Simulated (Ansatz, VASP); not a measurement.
MgHgSe2: VASP beside Ansatz

```
Mg Se Hg
1.0
     4.39847    0.00000    0.00000
     0.00000    4.39847    0.00000
     0.00000    0.00000    6.10284
Mg Se Hg
1 2 1
Direct
  0.00000 0.00000 0.00000
  0.00000 0.50000 0.23548
  0.50000 0.00000 0.76452
  0.50000 0.50000 0.50000
```

Alike in both runs: task single point; functional r2SCAN; k mesh 6 × 6 × 4; no spin polarisation.

|  | VASP | Ansatz |
| --- | --- | --- |
| version | VASP 6.6.1 | Ansatz 0.2.0 |
| potentials or method | VASP PAW PBE potentials, release 64 (Mg, Se, Hg) | plane waves, PAW |
| plane-wave cutoff (eV) | 520 | 500 |
| occupations | gaussian, width 0.01 eV | fixed |
| valence electrons in the cell | 26 | 62 |

Ansatz gave:

```
gap on the k mesh at the Fermi level (eV) : 0.89
pressure (GPa)                            : -2.6
rms of the force components (eV/Å)        : 0.018
```

**Question.** Which values does VASP return?

**Answer.** gap on the k mesh at the Fermi level (eV): 0.88; pressure (GPa): -2.6; rms of the force components (eV/Å): 0.000.

VASP's potentials were made for PBE, not for r2SCAN. VASP's potentials hold 26 valence electrons a cell and Ansatz's 62, so a difference there can come from the potentials and not from the codes.

Spin-orbit coupling is off throughout.
